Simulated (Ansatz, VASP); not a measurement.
# Mg in VASP and in Ansatz

Contents of INCAR:

```
PREC = Accurate
ENCUT = 600
EDIFF = 1E-6
ISMEAR = 0
SIGMA = 0.1
LREAL = False
LASPH = True
NELM = 120
ALGO = Normal
ISIF = 2
LWAVE = False
LCHARG = False
GGA = PE
NBANDS = 7
GGA_COMPAT = False
```

The input KPOINTS:

```
Automatic mesh
0
Gamma
  9 9 8
```

The input POSCAR:

```
Mg
1.0
    2.7477780629      0.0000000000      0.0000000000
   -1.3738890315      2.3796456064      0.0000000000
    0.0000000000      0.0000000000      2.7428575639
Mg
1
Direct
    0.0000000000      0.0000000000      0.0000000000
```

Input for Ansatz:

```yaml
crystal:
  lattice:
    - [2.7477780629, 0.0, 0.0]
    - [-1.3738890315, 2.3796456064, 0.0]
    - [0.0, 0.0, 2.7428575639]
  atoms:
    - { symbol: Mg, position: [0.0, 0.0, 0.0] }
basis:
  ecutwfc: 420
kpoints:
  mp_grid: { grid: [9, 9, 8] }
hamiltonian:
  xc: pbe
scf:
  occupations: { method: gaussian, width: 0.1 }
  lower_state_search: "off"
output:
  forces: true
  stress: true
  eigenvalues: true
```

Alike in both runs: task single point; functional PBE; k mesh 9 × 9 × 8; occupations gaussian, width 0.1 eV; no spin polarisation.

```csv
,VASP,Ansatz
version,VASP 6.6.1,Ansatz 0.2.0
potentials or method,"VASP PAW PBE potentials, release 64 (Mg), cutoff 600 eV","scalar-relativistic, plane waves, PAW"
valence electrons in the cell,2,10
```

```tsv
	VASP	Ansatz	Ansatz less VASP
gap on the k mesh at the Fermi level (eV)	none	none	-
pressure (GPa)	19.6	19.5	-0.05
traceless stress, the component that is largest in VASP (GPa)	-6.63	-6.57	+0.068
```

A gap of «none» marks a metal or a gap that the smearing closes. The functional is the same, so the differences come from potentials, cutoffs and numerics. VASP's potentials hold 2 valence electrons a cell and Ansatz's 10, so a difference there can come from the potentials and not from the codes.
